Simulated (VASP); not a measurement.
# BN (P6_3/mmc) in VASP: notebook, part 2 of 2

VASP 6.6.1.

**3. Single point, PBE**

Input file INCAR:

```
SYSTEM = BN
PREC     = Accurate       ! precision mode
ENCUT    = 520            ! plane-wave cutoff, eV
EDIFF    = 1E-6           ! SCF threshold, eV
ISMEAR   = 0              ! smearing method
SIGMA    = 0.02           ! smearing width, eV
LREAL    = .FALSE.        ! projectors in reciprocal space
LASPH    = .TRUE.         ! aspherical terms in the spheres
NELM     = 100            ! most SCF steps
ALGO     = Normal         ! electronic algorithm
ISIF     = 2              ! what is computed and relaxed
LWAVE    = .FALSE.        ! write WAVECAR
LCHARG   = .FALSE.        ! write CHGCAR
GGA      = PE             ! functional
NBANDS   = 16             ! bands
```

Input file KPOINTS:

```
Automatic mesh
0
G
  12 12 4
  0 0 0
```

Input file POSCAR:

```
BN
1.0
    2.5121768666      0.0000000000      0.0000000000
   -1.2560884333      2.1756089853      0.0000000000
    0.0000000000      0.0000000000      8.3694704798
B N
2 2
Direct
    0.3333333333      0.6666666667      0.2500000000
    0.6666666667      0.3333333333      0.7500000000
    0.3333333333      0.6666666667      0.7500000000
    0.6666666667      0.3333333333      0.2500000000
```

Potentials or basis: VASP PAW PBE potentials, release 64 (B, N).

Launch:

```sh
$ cat potpaw_PBE.64/B/POTCAR potpaw_PBE.64/N/POTCAR > POTCAR
$ mpirun -np 1 vasp_std > vasp.out
```

OUTCAR:

```text
SYSTEM = BN
   PREC = Accurate
   ENCUT = 520
   EDIFF = 1E-6
   ISMEAR = 0
   LREAL = .FALSE.
   LASPH = .TRUE.
   NELM = 100
   ISIF = 2
   GGA = PE

 ion  position               nearest neighbor table
   1  0.333  0.667  0.250-   4 1.45   4 1.45   4 1.45
   2  0.667  0.333  0.750-   3 1.45   3 1.45   3 1.45
   3  0.333  0.667  0.750-   2 1.45   2 1.45   2 1.45
   4  0.667  0.333  0.250-   1 1.45   1 1.45   1 1.45

  LATTYP: Found a hexagonal cell.
 ALAT       =     2.5121768666
 C/A-ratio  =     3.3315610024

  Lattice vectors:

 A1 = (   2.5121768666,   0.0000000000,   0.0000000000)
 A2 = (  -1.2560884333,   2.1756089853,   0.0000000000)
 A3 = (   0.0000000000,   0.0000000000,   8.3694704798)

Analysis of symmetry for initial positions (statically):
=====================================================================
 Subroutine PRICEL returns:
 Original cell was already a primitive cell.

 Routine SETGRP: Setting up the symmetry group for a
 hexagonal supercell.

 Subroutine GETGRP returns: Found 24 space group operations
 (whereof 12 operations were pure point group operations)
 out of a pool of 24 trial point group operations.

The static configuration has the point symmetry D_3d.
 The point group associated with its full space group is D_6h.

Analysis of symmetry for dynamics (positions and initial velocities):
=====================================================================
 Subroutine PRICEL returns:
 Original cell was already a primitive cell.

 Routine SETGRP: Setting up the symmetry group for a
 hexagonal supercell.

 Subroutine GETGRP returns: Found 24 space group operations
 (whereof 12 operations were pure point group operations)
 out of a pool of 24 trial point group operations.

The dynamic configuration has the point symmetry D_3d.
 The point group associated with its full space group is D_6h.

 Subroutine INISYM returns: Found 24 space group operations
[... 123 lines left out ...]
  Fermi-wavevector in a.u.,A,eV,Ry     =   1.153467  2.179736 18.102360  1.330486
  Thomas-Fermi vector in A             =   2.290111
   LORBIT       =      0    0 simple, 1 ext, 2 COOP (PROOUT), +10 PAW based schemes
   GGA     = PE    functional components
   LHFCALC =     F    Hartree Fock is set to
   AEXX    =    0.0000 exact exchange contribution
   IVDW    =     0    specifies the selected vdW correction
   LEPSILON=     F    determine dielectric tensor
   LRPA    =     F    only Hartree local field effects (RPA)
 non-spin polarized calculation
 Gauss-broadening in eV      SIGMA  =   0.02
  energy-cutoff  :      520.00
  volume of cell :       45.74
 maximum number of plane-waves:      1267
 NGX is ok and might be reduce to    20
   NGX =  9   NGY =  9   NGZ = 31

 number of electron      15.9999998 magnetization

 Free energy of the ion-electron system (eV)
  ---------------------------------------------------
  ext. energy  EPLUGINS =         0.00000000
  ---------------------------------------------------
  free energy    TOTEN  =       -35.20726481 eV

  energy without entropy =      -35.20726481  energy(sigma->0) =      -35.20726481

 E-fermi :   0.7732     XC(G=0):  -8.5613

 val. band max:        0.5826421347   @ k =   0.3333   0.3333   0.5000
 cond. band min:       4.9731049757   @ k =   0.0000   0.0000   0.0000
 fundamental gap:      4.3904628409
 Fermi energy:         0.7731883240

 k-point     1 :       0.0000    0.0000    0.0000
  band No.  band energies     occupation
      1     -17.0478      2.00000
      2     -17.0081      2.00000
      3      -4.9016      2.00000
      4      -4.3105      2.00000
      5      -0.7677      2.00000
      6      -0.7677      2.00000
[... 433 lines left out ...]
      3      -6.2731      2.00000
      4      -6.2688      2.00000
      5      -2.9899      2.00000
      6      -2.9862      2.00000
[... 8 lines left out ...]
     15      15.7887      0.00000
     16      18.0214      0.00000

 [... further k-points ...]

------------------------ aborting loop because EDIFF is reached ----------------------------------------

  FORCE on cell =-STRESS in cart. coord.  units (eV):
  Direction    XX          YY          ZZ          XY          YZ          ZX
  --------------------------------------------------------------------------------------
  -------------------------------------------------------------------------------------
  Total        0.0356058      0.0356058     -0.0220354      0.0000000      0.0000000      0.0000000
  in kB        1.2471044      1.2471044     -0.7717972      0.0000000      0.0000000      0.0000000
  external PRESSURE =       0.5741372 kB  Pullay stress =       0.0000000 kB

 VOLUME and BASIS-vectors are now :
 -----------------------------------------------------------------------------
  energy-cutoff  :      520.00
  volume of cell :       45.74
      direct lattice vectors                 reciprocal lattice vectors
     2.512176867  0.000000000  0.000000000     0.398061145  0.229820709  0.000000000
    -1.256088433  2.175608985  0.000000000     0.000000000  0.459641418  0.000000000
     0.000000000  0.000000000  8.369470480     0.000000000  0.000000000  0.119481872

 POSITION                                       TOTAL-FORCE (eV/Angst)
 -----------------------------------------------------------------------------------
     -0.00000      1.45041      2.09237         0.000000     -0.000000      0.000000
      1.25609      0.72520      6.27710        -0.000000      0.000000      0.000000
     -0.00000      1.45041      6.27710        -0.000000     -0.000000      0.000000
      1.25609      0.72520      2.09237         0.000000      0.000000      0.000000
 -----------------------------------------------------------------------------------
    total drift:                                0.000000     -0.000000      0.000000

  FREE ENERGIE OF THE ION-ELECTRON SYSTEM (eV)
  ---------------------------------------------------
  free  energy   TOTEN  =       -35.2072648062 eV

  energy  without entropy=      -35.2072648062  energy(sigma->0) =      -35.20726481
```

It took 73 s on 1 thread of Intel Xeon 8259CL, shared host; peak memory 0.18 GiB.

Results:

```yaml
Free_energy: -35.2073 eV
Pressure: 0.1 GPa
Band_gap_on_the_k_mesh: 4.39 eV (least direct gap 4.66 eV)
```

Levels at points of the mesh, in eV from the valence-band top:
```tsv
k point	band 4	band 5	band 6	band 7	band 8	band 9	band 10	band 11	band 12	band 13
(0.00, 0.00, 0.00)	-4.89	-1.35	-1.35	-1.35	-1.35	4.39	7.73	10.04	11.51	11.51
(0.50, 0.00, 0.00)	-8.84	-4.12	-4.12	-1.01	-0.78	4.58	5.01	9.43	9.86	12.08
(0.00, 0.00, 0.50)	-5.20	-1.35	-1.35	-1.35	-1.35	5.67	5.67	11.51	11.51	11.51
(0.50, 0.00, 0.50)	-8.85	-4.12	-4.12	-0.90	-0.90	4.77	4.77	9.69	9.69	12.66
```

Caveat: this functional lacks dispersion, which binds layers or chains, so the pressure and a relaxed spacing across them are unreliable. A k mesh can miss the band edges.

**4. Single point, PBE (11.78 Å³/atom)**

This run uses another cell than the first one, of 11.78 Å³/atom.

Input file INCAR:

```
PREC = Accurate
ENCUT = 520
EDIFF = 1E-6
ISMEAR = 0
SIGMA = 0.02
LREAL = False
LASPH = True
NELM = 100
ALGO = Normal
ISIF = 2
LWAVE = False
LCHARG = True
GGA = PE
LELF = True
LVHAR = True
NBANDS = 16
```

Input file KPOINTS:

```
regular mesh
0
Gamma
  12 12 4
```

Input file POSCAR:

```
BN
1.0
    2.5121883394      0.0000000000      0.0000000000
   -1.2560941697      2.1756189210      0.0000000000
    0.0000000000      0.0000000000      8.6204758565
B N
2 2
Direct
    0.3333333333      0.6666666667      0.2500000000
    0.6666666667      0.3333333333      0.7500000000
    0.3333333333      0.6666666667      0.7500000000
    0.6666666667      0.3333333333      0.2500000000
```

Launch:

```sh
$ cat potpaw_PBE.64/B/POTCAR potpaw_PBE.64/N/POTCAR > POTCAR
$ mpirun -np 1 vasp_std > vasp.out
```

Wall time 76 s (1 thread of Intel Xeon 8259CL, shared host); peak memory 0.18 GiB.

Results (log left out):

```
Free energy            : -35.2074 eV
Pressure               : 0.0 GPa
Band gap on the k mesh : 4.33 eV (least direct gap 4.66 eV)
```

Stress tensor (GPa, compression positive):
```
 0.11  0.00  0.00
 0.00  0.11  0.00
 0.00  0.00 -0.12
```

Levels at points of the mesh, in eV from the valence-band top:
| k point | band 4 | band 5 | band 6 | band 7 | band 8 | band 9 | band 10 | band 11 | band 12 | band 13 |
| --- | --- | --- | --- | --- | --- | --- | --- | --- | --- | --- |
| (0.00, 0.00, 0.00) | -4.95 | -1.35 | -1.35 | -1.35 | -1.35 | 4.33 | 7.46 | 9.69 | 11.51 | 11.51 |
| (0.50, 0.00, 0.00) | -8.85 | -4.12 | -4.12 | -0.99 | -0.81 | 4.61 | 4.97 | 9.44 | 9.85 | 12.05 |
| (0.00, 0.00, 0.50) | -5.20 | -1.35 | -1.35 | -1.35 | -1.35 | 5.51 | 5.51 | 11.38 | 11.38 | 11.51 |
| (0.50, 0.00, 0.50) | -8.85 | -4.12 | -4.12 | -0.90 | -0.90 | 4.77 | 4.77 | 9.68 | 9.68 | 12.59 |

Caveat: this functional lacks dispersion, which binds layers or chains, so the pressure and a relaxed spacing across them are unreliable.

**5. Single point, PBE (12.12 Å³/atom)**

This run uses another cell than the first one, of 12.12 Å³/atom.

Input file INCAR:

```
PREC = Accurate ; ENCUT = 520
EDIFF = 1E-6 ; ISMEAR = 0
SIGMA = 0.02 ; LREAL = False
LASPH = True ; NELM = 60
ALGO = Normal ; ISIF = 2
LWAVE = False ; LCHARG = True
GGA = PE ; LELF = True
LVHAR = True ; NBANDS = 16
```

Input file KPOINTS:

```
Automatic mesh
0
Gamma
  12 12 4
```

Input file POSCAR:

```
BN
1.0
    2.5122826906      0.0000000000      0.0000000000
   -1.2561413453      2.1757006316      0.0000000000
    0.0000000000      0.0000000000      8.8708913304
B N
2 2
Direct
    0.3333333333      0.6666666667      0.2500000000
    0.6666666667      0.3333333333      0.7500000000
    0.3333333333      0.6666666667      0.7500000000
    0.6666666667      0.3333333333      0.2500000000
```

Launch:

```sh
$ cat potpaw_PBE.64/B/POTCAR potpaw_PBE.64/N/POTCAR > POTCAR
$ mpirun -np 1 vasp_std > vasp.out
```

It took 79 s on 1 thread of Intel Xeon 8259CL, shared host; peak memory 0.18 GiB.

Results (log left out):

```yaml
Free_energy: -35.2072 eV
Pressure: 0.0 GPa
Band_gap_on_the_k_mesh: 4.29 eV (least direct gap 4.66 eV)
```

Stress tensor (GPa, compression positive):
```
 0.08  0.00  0.00
 0.00  0.08  0.00
 0.00  0.00 -0.15
```

Levels at points of the mesh, in eV from the valence-band top:
| k point | band 5 | band 6 | band 7 | band 8 | band 9 | band 10 | band 11 | band 12 |
| --- | --- | --- | --- | --- | --- | --- | --- | --- |
| (0.00, 0.00, 0.00) | -1.35 | -1.35 | -1.35 | -1.35 | 4.29 | 7.21 | 9.35 | 11.51 |
| (0.50, 0.00, 0.00) | -4.12 | -4.12 | -0.97 | -0.82 | 4.63 | 4.94 | 9.45 | 9.84 |
| (0.00, 0.00, 0.50) | -1.35 | -1.35 | -1.35 | -1.35 | 5.37 | 5.37 | 11.14 | 11.14 |
| (0.50, 0.00, 0.50) | -4.12 | -4.12 | -0.90 | -0.90 | 4.77 | 4.77 | 9.68 | 9.68 |

Caveat: this functional lacks dispersion, which binds layers or chains, so the pressure and a relaxed spacing across them are unreliable. A k mesh can miss the band edges.

**6. Summary**

```csv
cell,gap on the mesh (eV),pressure (GPa)
"a = 2.512, b = 2.512, c = 8.369 Å, angles 90.0, 90.0, 120.0°, 4 atoms",4.39,0.1
"a = 2.512, b = 2.512, c = 8.620 Å, angles 90.0, 90.0, 120.0°, 4 atoms",4.33,0.0
"a = 2.512, b = 2.512, c = 8.871 Å, angles 90.0, 90.0, 120.0°, 4 atoms",4.29,0.0
```

Alike in all rows: task single point; level PBE; potentials or basis VASP PAW PBE potentials, release 64 (B, N); no spin polarisation; k mesh 12 × 12 × 4; cutoff (eV) 520; smearing gaussian 0.02 eV.

Caveats: this functional lacks dispersion, which binds layers or chains, so the pressure and a relaxed spacing across them are unreliable.

Total energies depend on the potentials used, so only differences within one code and one set of settings carry meaning.
